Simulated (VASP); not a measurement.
# Tl (Im-3m) in VASP: a series of runs, part 2 of 2

VASP 6.6.1. Earlier steps stand in the parts before.

**3. Single point, PBE, collinear spin, ferromagnetic start**

This run uses another cell than the first one, of 29.84 Å³/atom, 1.020 times its volume.

Input file INCAR:

```
SYSTEM = Tl
PREC     = Accurate       ! precision mode
ENCUT    = 500            ! plane-wave cutoff, eV
EDIFF    = 1E-6           ! SCF threshold, eV
ISMEAR   = 0              ! smearing method
SIGMA    = 0.1            ! smearing width, eV
LREAL    = .False.        ! projectors in reciprocal space
LASPH    = .True.         ! aspherical terms in the spheres
NELM     = 200            ! most SCF steps
ALGO     = Normal         ! electronic algorithm
ISIF     = 2              ! what is computed and relaxed
LWAVE    = .False.        ! write WAVECAR
LCHARG   = .True.         ! write CHGCAR
ISPIN    = 2              ! spin polarisation
MAGMOM   = -0.5           ! initial moments
LORBIT   = 11             ! projections on sites
GGA      = PE             ! functional
LELF     = .True.         ! ELF
LVHAR    = .True.       
ISYM     = 0            
NBANDS   = 16             ! bands
GGA_COMPAT= .False.
```

Input file KPOINTS:

```
Automatic mesh
0
Gamma
  5 1 7
  0 0 0
```

Input file POSCAR:

```
Tl
1.0
   -1.9538546793      1.9538546793      1.9538546793
    1.9538546793     -1.9538546793      1.9538546793
    1.9538546793      1.9538546793     -1.9538546793
Tl
1
Direct
    0.0000000000      0.0000000000      0.0000000000
```

Potentials or basis: VASP PAW PBE potentials, release 64 (Tl_d).

Started as:

```sh
> cat potpaw_PBE.64/Tl_d/POTCAR > POTCAR
> mpirun -np 1 vasp_std > vasp.out
```

OUTCAR:

```text
SYSTEM = Tl
   PREC = Accurate
   ENCUT = 500
   EDIFF = 1E-6
   ISMEAR = 0
   LREAL = .False.
   LASPH = .True.
   NELM = 200
   ISIF = 2
   ISPIN = 2
   LORBIT = 11
   GGA = PE
   ISYM = 0

 ion  position               nearest neighbor table
   1  0.000  0.000  0.000-

IMPORTANT INFORMATION: All symmetrisations will be switched off!
NOSYMM: (Re-)initialisation of all symmetry stuff for point group C_1.

----------------------------------------------------------------------------------------

                                     Primitive cell

  volume of cell :      29.8357

  direct lattice vectors                    reciprocal lattice vectors
    -1.953854679  1.953854679  1.953854679     0.000000000  0.255904395  0.255904395
     1.953854679 -1.953854679  1.953854679     0.255904395  0.000000000  0.255904395
     1.953854679  1.953854679 -1.953854679     0.255904395  0.255904395  0.000000000

  length of vectors
     3.384175575  3.384175575  3.384175575     0.361903466  0.361903466  0.361903466

  position of ions in fractional coordinates (direct lattice)
     0.000000000  0.000000000  0.000000000

  ion indices of the primitive-cell ions
   primitive index   ion index
                 1           1

----------------------------------------------------------------------------------------

 KPOINTS: Automatic mesh

Automatic generation of k-mesh.
 Grid dimensions read from file:
 generate k-points for:    5    1    7

 Generating k-lattice:

  Cartesian coordinates                     Fractional coordinates (reciprocal lattice)
     0.000000000  0.051180879  0.051180879     0.200000000  0.000000000  0.000000000
     0.255904395  0.000000000  0.255904395     0.000000000  1.000000000  0.000000000
     0.036557771  0.036557771  0.000000000     0.000000000  0.000000000  0.142857143

  Length of vectors
     0.072380693  0.361903466  0.051700495

  Shift w.r.t. Gamma in fractional coordinates (k-lattice)
     0.000000000  0.000000000  0.000000000

 -----------------------------------------------------------------------------
|                                                                             |
|           W    W    AA    RRRRR   N    N  II  N    N   GGGG   !!!           |
|           W    W   A  A   R    R  NN   N  II  NN   N  G    G  !!!           |
|           W    W  A    A  R    R  N N  N  II  N N  N  G       !!!           |
|           W WW W  AAAAAA  RRRRR   N  N N  II  N  N N  G  GGG   !            |
|           WW  WW  A    A  R   R   N   NN  II  N   NN  G    G                |
|           W    W  A    A  R    R  N    N  II  N    N   GGGG   !!!           |
|                                                                             |
|     Your reciprocal lattice and k-lattice belong to different lattice       |
|     classes:                                                                |
|                                                                             |
|        The reciprocal lattice is face-centered cubic,                       |
|        whereas your k-lattice is triclinic.                                 |
|                                                                             |
|     Results are often still useful ...                                      |
|                                                                             |
 -----------------------------------------------------------------------------

 WARNING: IBZKPT: internal override: KBLOWUP is changed to .FALSE.
      ... skipping the blow-up phase ...

 Subroutine IBZKPT returns following result:
 ===========================================

 Found     18 irreducible k-points:

[... 38 lines left out ...]
   EDIFF  = 0.1E-05   stopping-criterion for ELM
   LREAL  =      F    real-space projection
   EDIFFG = 0.1E-04   stopping-criterion for IOM
   NSW    =      0    number of steps for IOM
   IBRION =     -1    ionic relax: 0-MD 1-quasi-New 2-CG
   NFREE  =      0    steps in history (QN), initial steepest desc. (CG)
   ISIF   =      2    stress and relaxation
   ISYM   =      0    0-nonsym 1-usesym 2-fastsym
   POTIM  = 0.5000    time-step for ionic-motion
   TEBEG  =    0.0;   TEEND  =   0.0 temperature during run
   PSTRESS=    0.0 pullay stress
   NELECT =      13.0000    total number of electrons
   NUPDOWN=      -1.0000    fix difference up-down
   EMIN   =  10.00;   EMAX   =-10.00  energy-range for DOS
   EFERMI =   0.00;   METHOD = LEGACY
   ISMEAR =     0;   SIGMA  =   0.10  broadening in eV -4-tet -1-fermi 0-gaus
   EFERMI_NEDOS =   21; number of points for ismear=-14 and -15
   IALGO  =     38    algorithm
   IMIX   =      4    mixing-type and parameters
     AMIX     =   0.40;   BMIX     =  1.00
     AMIX_MAG =   1.60;   BMIX_MAG =  1.00
  volume/ion in A,a.u.               =      29.84       201.34
  Fermi-wavevector in a.u.,A,eV,Ry     =   1.241110  2.345358 20.957797  1.540355
  Thomas-Fermi vector in A             =   2.375522
   LORBIT       =     11    0 simple, 1 ext, 2 COOP (PROOUT), +10 PAW based schemes
   GGA     = PE    functional components
   LHFCALC =     F    Hartree Fock is set to
   AEXX    =    0.0000 exact exchange contribution
   IVDW    =     0    specifies the selected vdW correction
   LEPSILON=     F    determine dielectric tensor
   LRPA    =     F    only Hartree local field effects (RPA)
 spin polarized calculation
 Gauss-broadening in eV      SIGMA  =   0.10
  energy-cutoff  :      500.00
  volume of cell :       29.84
 maximum number of plane-waves:       770
 NGX is ok and might be reduce to    28
   NGX = 13   NGY = 13   NGZ = 13

 number of electron      13.0000004 magnetization      -0.0007570

 number of electron      13.0000004 magnetization       0.0000251

 Free energy of the ion-electron system (eV)
  ---------------------------------------------------
  ext. energy  EPLUGINS =         0.00000000
  ---------------------------------------------------
  free energy    TOTEN  =        -4.33236409 eV

  energy without entropy =       -4.32632912  energy(sigma->0) =       -4.32934660

 E-fermi :   6.7412     XC(G=0): -10.0218

 val. band max:        5.9262599119   @ k =   0.2000  -0.0000   0.2857
 cond. band min:       6.7516327917   @ k =   0.4000  -0.0000   0.2857
 fundamental gap:      0.8253728798
 Fermi energy:         6.7411850690

 spin component 1

 k-point     1 :       0.0000    0.0000    0.0000
  band No.  band energies     occupation
      1      -5.7214      1.00000
      2      -5.6038      1.00000
      3      -5.5880      1.00000
      4      -5.2357      1.00000
      5      -5.2292      1.00000
      6      -3.6664      1.00000
[... 318 lines left out ...]
      2      -5.5182      1.00000
      3      -5.3320      1.00000
      4      -5.2647      1.00000
      5      -5.1715      1.00000
      6      -0.6032      1.00000
[... 8 lines left out ...]
     15      25.8758      0.00000
     16      27.9920      0.00000
 Fermi energy:         6.7411850690

 spin component 2

 k-point     1 :       0.0000    0.0000    0.0000
  band No.  band energies     occupation
      1      -5.7214      1.00000
      2      -5.6038      1.00000
      3      -5.5880      1.00000
      4      -5.2357      1.00000
      5      -5.2292      1.00000
      6      -3.6664      1.00000
[... 319 lines left out ...]
      3      -5.3320      1.00000
      4      -5.2647      1.00000
      5      -5.1715      1.00000
      6      -0.6032      1.00000
[... 8 lines left out ...]
     15      25.8758      0.00000
     16      27.9921      0.00000

------------------------ aborting loop because EDIFF is reached ----------------------------------------

  FORCE on cell =-STRESS in cart. coord.  units (eV):
  Direction    XX          YY          ZZ          XY          YZ          ZX
  --------------------------------------------------------------------------------------
  -------------------------------------------------------------------------------------
  Total       -2.1217928     -2.5567507     -2.4898339      4.6775783      4.2390984     -4.7677741
  in kB     -113.9401505   -137.2973640   -133.7039349    251.1856806    227.6393357   -256.0291881
  external PRESSURE =    -128.3138165 kB  Pullay stress =       0.0000000 kB

 VOLUME and BASIS-vectors are now :
 -----------------------------------------------------------------------------
  energy-cutoff  :      500.00
  volume of cell :       29.84
      direct lattice vectors                 reciprocal lattice vectors
    -1.953854679  1.953854679  1.953854679     0.000000000  0.255904395  0.255904395
     1.953854679 -1.953854679  1.953854679     0.255904395  0.000000000  0.255904395
     1.953854679  1.953854679 -1.953854679     0.255904395  0.255904395  0.000000000

 POSITION                                       TOTAL-FORCE (eV/Angst)
 -----------------------------------------------------------------------------------
      0.00000      0.00000      0.00000        -0.000000      0.000000      0.000000
 -----------------------------------------------------------------------------------
    total drift:                               -0.000000      0.000000      0.000000

  FREE ENERGIE OF THE ION-ELECTRON SYSTEM (eV)
  ---------------------------------------------------
  free  energy   TOTEN  =        -4.3323640860 eV

  energy  without entropy=       -4.3263291166  energy(sigma->0) =       -4.32934660

 total charge

# of ion       s       p       d       tot
------------------------------------------
    1        1.147   0.358   9.646  11.151

 magnetization (x)

# of ion       s       p       d       tot
------------------------------------------
    1        0.000   0.000   0.000   0.000
```

Run time: 11 s. Hardware: 1 thread of Intel Xeon 6975P-C (Granite Rapids), shared host; peak memory 0.17 GiB.

Results:

```
Free energy                                           : -4.3324 eV
Pressure                                              : -12.8 GPa
Net moment                                            : 0.00 μB per cell
Valence electrons inside the program's atomic spheres : Tl 11.15
```

Levels at points of the mesh, in eV from the Fermi level:
Spin up:
| k point | band 4 | band 5 | band 6 | band 7 | band 8 | band 9 |
| --- | --- | --- | --- | --- | --- | --- |
| (0.00, 0.00, 0.00) | -11.98 | -11.97 | -10.41 | 9.70 | 9.76 | 9.78 |
Spin down:
```csv
k point,band 2,band 3,band 4,band 5,band 6,band 7,band 8,band 9,band 10,band 11
"(0.00, 0.00, 0.00)",-12.34,-12.33,-11.98,-11.97,-10.41,9.70,9.76,9.78,11.59,11.60
```

Caveat: the k points lie up to 2.27 Å⁻¹ apart; spin-orbit coupling is left out, which moves the levels of the heavy elements.
